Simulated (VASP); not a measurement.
# Sn (Cmmm) in VASP: single point with PBEsol+D3(BJ)

Aim: the single point of Sn with PBEsol+D3(BJ).

Program: VASP 6.6.1. These are calculated values, not measurements. Logs are shortened: lines on timing, memory, paths and dates and some standing lists are left out, and cuts for length are marked.

**1. The cell of the first run**

The structure is orthorhombic, space group Cmmm (No. 65). Conventional cell: a = 3.326 Å, b = 4.726 Å, c = 8.842 Å, α = 90.00°, β = 90.00°, γ = 90.00°. Sn (site symmetry mmm) has 6 Sn at 2.89 to 3.33 Å within 3.8 Å.

**2. Single point, PBEsol+D3(BJ)**

INCAR

```
SYSTEM = Sn
  ALGO = Normal
  EDIFF = 1E-6
  ENCUT = 500
  GGA = PS
  GGA_COMPAT = .FALSE.
  ISIF = 2
  ISMEAR = -1
  IVDW = 12
  LASPH = .TRUE.
  LCHARG = .FALSE.
  LREAL = .FALSE.
  LWAVE = .FALSE.
  NBANDS = 13
  NELM = 120
  PREC = Accurate
  SIGMA = 0.1
```

KPOINTS

```
k-points
0
G
  8 8 3
  0 0 0
```

POSCAR

```
Sn
1.0
    1.6628670000     -2.3630390000      0.0000000000
    1.6628670000      2.3630390000      0.0000000000
    0.0000000000      0.0000000000      8.8424850000
Sn
1
Direct
    0.0000000000      0.0000000000      0.0000000000
```

Potentials or basis: VASP PAW PBE potentials, release 64 (Sn_d).

Started as:

```sh
$ cat potpaw_PBE.64/Sn_d/POTCAR > POTCAR
$ mpirun -np 1 vasp_std > vasp.out
```

OUTCAR:

```text
SYSTEM = Sn
   EDIFF = 1E-6
   ENCUT = 500
   GGA = PS
   ISIF = 2
   ISMEAR = -1
   IVDW = 12
   LASPH = .TRUE.
   LREAL = .FALSE.
   NELM = 120
   PREC = Accurate
 IVDW          = 12

 ion  position               nearest neighbor table
   1  0.000  0.000  0.000-

  LATTYP: Found a base centered orthorhombic cell.
 ALAT       =     3.3257340000
 B/A-ratio  =     1.4210631397
 C/A-ratio  =     2.6588070483

  Lattice vectors:

 A1 = (   1.6628670000,  -2.3630390000,   0.0000000000)
 A2 = (   1.6628670000,   2.3630390000,   0.0000000000)
 A3 = (   0.0000000000,   0.0000000000,   8.8424850000)

Analysis of symmetry for initial positions (statically):
=====================================================================
 Subroutine PRICEL returns:
 Original cell was already a primitive cell.

 Routine SETGRP: Setting up the symmetry group for a
 base centered orthorhombic supercell.

 Subroutine GETGRP returns: Found  8 space group operations
 (whereof  8 operations were pure point group operations)
 out of a pool of  8 trial point group operations.

The static configuration has the point symmetry D_2h.

Analysis of symmetry for dynamics (positions and initial velocities):
=====================================================================
 Subroutine PRICEL returns:
 Original cell was already a primitive cell.

 Routine SETGRP: Setting up the symmetry group for a
 base centered orthorhombic supercell.

 Subroutine GETGRP returns: Found  8 space group operations
 (whereof  8 operations were pure point group operations)
 out of a pool of  8 trial point group operations.

The dynamic configuration has the point symmetry D_2h.

 Subroutine INISYM returns: Found  8 space group operations
 (whereof  8 operations are pure point group operations),
 and found     1 'primitive' translations

----------------------------------------------------------------------------------------

                                     Primitive cell

  volume of cell :      69.4917

  direct lattice vectors                    reciprocal lattice vectors
     1.662867000 -2.363039000  0.000000000     0.300685503 -0.211591937  0.000000000
     1.662867000  2.363039000  0.000000000     0.300685503  0.211591937  0.000000000
     0.000000000  0.000000000  8.842485000     0.000000000  0.000000000  0.113090381

  length of vectors
     2.889477457  2.889477457  8.842485000     0.367672299  0.367672299  0.113090381

  position of ions in fractional coordinates (direct lattice)
     0.000000000  0.000000000  0.000000000

  ion indices of the primitive-cell ions
   primitive index   ion index
                 1           1

----------------------------------------------------------------------------------------

 KPOINTS: k-points

Automatic generation of k-mesh.
 Grid dimensions read from file:
 generate k-points for:    8    8    3

 Generating k-lattice:

  Cartesian coordinates                     Fractional coordinates (reciprocal lattice)
     0.037585688 -0.026448992  0.000000000     0.125000000  0.000000000  0.000000000
     0.037585688  0.026448992  0.000000000     0.000000000  0.125000000  0.000000000
     0.000000000  0.000000000  0.037696794     0.000000000  0.000000000  0.333333333

  Length of vectors
     0.045959037  0.045959037  0.037696794

  Shift w.r.t. Gamma in fractional coordinates (k-lattice)
     0.000000000  0.000000000  0.000000000

 Subroutine IBZKPT returns following result:
 ===========================================

 Found     42 irreducible k-points:

 Following reciprocal coordinates:
            Coordinates               Weight
  0.000000  0.000000  0.000000      1.000000
  0.125000  0.000000  0.000000      4.000000
  0.250000  0.000000  0.000000      4.000000
  0.375000  0.000000  0.000000      4.000000
  0.500000  0.000000  0.000000      2.000000
  0.125000  0.125000  0.000000      2.000000
[... 16 lines left out ...]
  0.125000  0.000000  0.333333      8.000000
  0.250000  0.000000  0.333333      8.000000
 [... further k-points ...]
   k-points           NKPTS =     42   k-points in BZ     NKDIM =     42   number of bands    NBANDS=     13
   number of dos      NEDOS =    301   number of ions     NIONS =      1
   total plane-waves  NPLWV =  36864
   dimension x,y,z NGX =    24 NGY =   24 NGZ =   64
   dimension x,y,z NGXF=    48 NGYF=   48 NGZF=  128
   ions per type =               1
   NGX,Y,Z   is equivalent  to a cutoff of  13.81, 13.81, 12.03 a.u.
   NGXF,Y,Z  is equivalent  to a cutoff of  27.62, 27.62, 24.07 a.u.
 SYSTEM =  Sn
   PREC   = accura    normal or accurate (medium, high low for compatibility)
   ISTART =      0    job   : 0-new  1-cont  2-samecut
   ICHARG =      2    charge: 1-file 2-atom 10-const
   ISPIN  =      1    spin polarized calculation?
   LNONCOLLINEAR =      F non collinear calculations
   LSORBIT =      F    spin-orbit coupling
   LASPH  =      T    aspherical Exc in radial PAW
   ENCUT  =  500.0 eV  36.75 Ry    6.06 a.u.   5.27  5.27 16.12*2*pi/ulx,y,z
   NELM   =    120;   NELMIN=  2; NELMDL= -5     # of ELM steps
   EDIFF  = 0.1E-05   stopping-criterion for ELM
   LREAL  =      F    real-space projection
   EDIFFG = 0.1E-04   stopping-criterion for IOM
   NSW    =      0    number of steps for IOM
   IBRION =     -1    ionic relax: 0-MD 1-quasi-New 2-CG
   NFREE  =      0    steps in history (QN), initial steepest desc. (CG)
   ISIF   =      2    stress and relaxation
   ISYM   =      2    0-nonsym 1-usesym 2-fastsym
   POTIM  = 0.5000    time-step for ionic-motion
   TEBEG  =    0.0;   TEEND  =   0.0 temperature during run
   PSTRESS=    0.0 pullay stress
   NELECT =      14.0000    total number of electrons
   NUPDOWN=      -1.0000    fix difference up-down
   EMIN   =  10.00;   EMAX   =-10.00  energy-range for DOS
   EFERMI =   0.00;   METHOD = LEGACY
   ISMEAR =    -1;   SIGMA  =   0.10  broadening in eV -4-tet -1-fermi 0-gaus
   EFERMI_NEDOS =   21; number of points for ismear=-14 and -15
   IALGO  =     38    algorithm
   IMIX   =      4    mixing-type and parameters
     AMIX     =   0.40;   BMIX     =  1.00
     AMIX_MAG =   1.60;   BMIX_MAG =  1.00
  volume/ion in A,a.u.               =      69.49       468.95
  Fermi-wavevector in a.u.,A,eV,Ry     =   0.959710  1.813589 12.531550  0.921043
  Thomas-Fermi vector in A             =   2.088930
   LORBIT       =      0    0 simple, 1 ext, 2 COOP (PROOUT), +10 PAW based schemes
   GGA     = PS    functional components
   LHFCALC =     F    Hartree Fock is set to
   AEXX    =    0.0000 exact exchange contribution
   IVDW    =    12    specifies the selected vdW correction
   LEPSILON=     F    determine dielectric tensor
   LRPA    =     F    only Hartree local field effects (RPA)
 non-spin polarized calculation
  energy-cutoff  :      500.00
  volume of cell :       69.49
 maximum number of plane-waves:      1782
 NGX is ok and might be reduce to    24
   NGX = 11   NGY = 11   NGZ = 33

 number of electron      13.9999998 magnetization

 Free energy of the ion-electron system (eV)
  ---------------------------------------------------
  ext. energy  EPLUGINS =         0.00000000
  ---------------------------------------------------
  free energy    TOTEN  =        -3.59880582 eV

  energy without entropy =       -3.57899571  energy(sigma->0) =       -3.58890077

 E-fermi :   0.6071     XC(G=0):  -5.3274

 val. band max:        0.4023901527   @ k =  -0.3750   0.1250   0.0000
 cond. band min:       0.6285914233   @ k =   0.3750   0.0000   0.3333
 fundamental gap:      0.2262012706
 Fermi energy:         0.6071402263

 k-point     1 :       0.0000    0.0000    0.0000
  band No.  band energies     occupation
      1     -21.4623      2.00000
      2     -21.3050      2.00000
      3     -21.0349      2.00000
      4     -20.9994      2.00000
      5     -20.9449      2.00000
      6     -10.2838      2.00000
      7      -2.2368      2.00000
      8       3.2078      0.00000
      9       6.6260      0.00000
     10       7.2846      0.00000
     11       9.5856      0.00000
     12      10.2095      0.00000
     13      13.5543      0.00000

 k-point     2 :       0.1250    0.0000    0.0000
  band No.  band energies     occupation
      1     -21.4340      2.00000
      2     -21.2630      2.00000
      3     -21.0340      2.00000
      4     -21.0198      2.00000
      5     -20.9587      2.00000
      6      -9.9558      2.00000
      7      -1.8886      2.00000
      8       3.5144      0.00000
      9       6.6179      0.00000
     10       6.9469      0.00000
     11       7.6202      0.00000
     12       9.6008      0.00000
     13      14.0892      0.00000

 k-point     3 :       0.2500    0.0000    0.0000
  band No.  band energies     occupation
      1     -21.4220      2.00000
      2     -21.1217      2.00000
      3     -21.0884      2.00000
      4     -21.0148      2.00000
      5     -20.9714      2.00000
      6      -8.9536      2.00000
      7      -0.8804      2.00000
      8       2.3795      0.00000
      9       4.4544      0.00000
     10       7.8390      0.00000
     11       8.4897      0.00000
     12       8.9474      0.00000
     13      10.3594      0.00000

 k-point     4 :       0.3750    0.0000    0.0000
  band No.  band energies     occupation
      1     -21.4411      2.00000
      2     -21.1628      2.00000
      3     -21.0338      2.00000
      4     -20.9768      2.00000
      5     -20.9105      2.00000
      6      -7.2542      2.00000
      7      -1.4095      2.00000
      8       0.6370      0.85186
      9       5.9997      0.00000
     10       6.8436      0.00000
     11       8.3745      0.00000
     12       9.7568      0.00000
     13       9.9743      0.00000

 k-point     5 :       0.5000    0.0000    0.0000
  band No.  band energies     occupation
      1     -21.4529      2.00000
      2     -21.1937      2.00000
      3     -21.0188      2.00000
      4     -20.9785      2.00000
      5     -20.8418      2.00000
      6      -5.3687      2.00000
      7      -4.0125      2.00000
      8       1.7878      0.00001
      9       5.1914      0.00000
     10       8.0407      0.00000
     11       8.2178      0.00000
     12       8.2495      0.00000
     13      11.4917      0.00000
[... 257 lines left out ...]
 k-point    22 :       0.0000    0.0000    0.3333
  band No.  band energies     occupation
      1     -21.4623      2.00000
      2     -21.3050      2.00000
      3     -21.0349      2.00000
      4     -20.9994      2.00000
      5     -20.9449      2.00000
      6     -10.2838      2.00000
      7      -2.2455      2.00000
      8       3.6394      0.00000
      9       4.9991      0.00000
     10       9.4685      0.00000
     11       9.5856      0.00000
     12      10.2095      0.00000
     13      12.5127      0.00000

 k-point    23 :       0.1250    0.0000    0.3333
  band No.  band energies     occupation
      1     -21.4340      2.00000
      2     -21.2630      2.00000
      3     -21.0340      2.00000
      4     -21.0198      2.00000
      5     -20.9587      2.00000
      6      -9.9557      2.00000
      7      -1.8974      2.00000
      8       3.9435      0.00000
      9       5.3092      0.00000
     10       6.6496      0.00000
     11       9.5906      0.00000
     12       9.7954      0.00000
     13      12.8365      0.00000

 k-point    24 :       0.2500    0.0000    0.3333
  band No.  band energies     occupation
      1     -21.4220      2.00000
      2     -21.1217      2.00000
      3     -21.0884      2.00000
      4     -21.0148      2.00000
      5     -20.9714      2.00000
      6      -8.9536      2.00000
      7      -0.8895      2.00000
      8       2.3799      0.00000
      9       4.8800      0.00000
     10       6.2460      0.00000
     11       8.9425      0.00000
     12      10.0630      0.00000
     13      10.9248      0.00000

 [... further k-points ...]

------------------------ aborting loop because EDIFF is reached ----------------------------------------

 Edisp (eV)   -0.15094

 E8    (eV) :    -0.1068

  FORCE on cell =-STRESS in cart. coord.  units (eV):
  Direction    XX          YY          ZZ          XY          YZ          ZX
  --------------------------------------------------------------------------------------
  -------------------------------------------------------------------------------------
  Total       1.11176     0.67999    -0.07819    -0.00000     0.00000     0.00000
  in kB      25.63240    15.67774    -1.80273    -0.00000     0.00000     0.00000
  external pressure =       13.17 kB  Pullay stress =        0.00 kB

 VOLUME and BASIS-vectors are now :
 -----------------------------------------------------------------------------
  energy-cutoff  :      500.00
  volume of cell :       69.49
      direct lattice vectors                 reciprocal lattice vectors
     1.662867000 -2.363039000  0.000000000     0.300685503 -0.211591937  0.000000000
     1.662867000  2.363039000  0.000000000     0.300685503  0.211591937  0.000000000
     0.000000000  0.000000000  8.842485000     0.000000000  0.000000000  0.113090381

 POSITION                                       TOTAL-FORCE (eV/Angst)
 -----------------------------------------------------------------------------------
      0.00000      0.00000      0.00000         0.000000      0.000000      0.000000
 -----------------------------------------------------------------------------------
    total drift:                                0.000000     -0.000000      0.000000

  FREE ENERGIE OF THE ION-ELECTRON SYSTEM (eV)
  ---------------------------------------------------
  free  energy   TOTEN  =        -3.7497424969 eV

  energy  without entropy=       -3.7299323848  energy(sigma->0) =       -3.73983744
```

Run time: 11 s. Hardware: 1 thread of Intel Xeon 6975P-C (Granite Rapids), shared host; peak memory 0.2 GiB.

What came out:

| Quantity | Value |
| --- | --- |
| Free energy | -3.7497 eV |
| Pressure | 1.3 GPa |
| Band gap on the k mesh | zero (bands 7 and 8 overlap by 1.61 eV) |
| Dispersion energy per atom | -0.151 eV |

Levels at points of the mesh, in eV from the Fermi level:
```
           k point  band 3  band 4  band 5  band 6  band 7  band 8  band 9  band 10  band 11  band 12
(0.00, 0.00, 0.00)  -21.64  -21.61  -21.55  -10.89   -2.84    2.60    6.02     6.68     8.98     9.60
(0.50, 0.00, 0.00)  -21.63  -21.59  -21.45   -5.98   -4.62    1.18    4.58     7.43     7.61     7.64
(0.50, 0.50, 0.00)  -21.71  -21.53  -21.38   -3.75   -3.47    2.35    3.00     5.94     6.75     9.02
```

Caveat: the PAW data sets were made with another functional, which shifts forces and pressure a little; spin-orbit coupling is left out, which moves the levels of the heavy elements.

The gap in the log of VASP goes by the Fermi energy; the results here count the filled bands.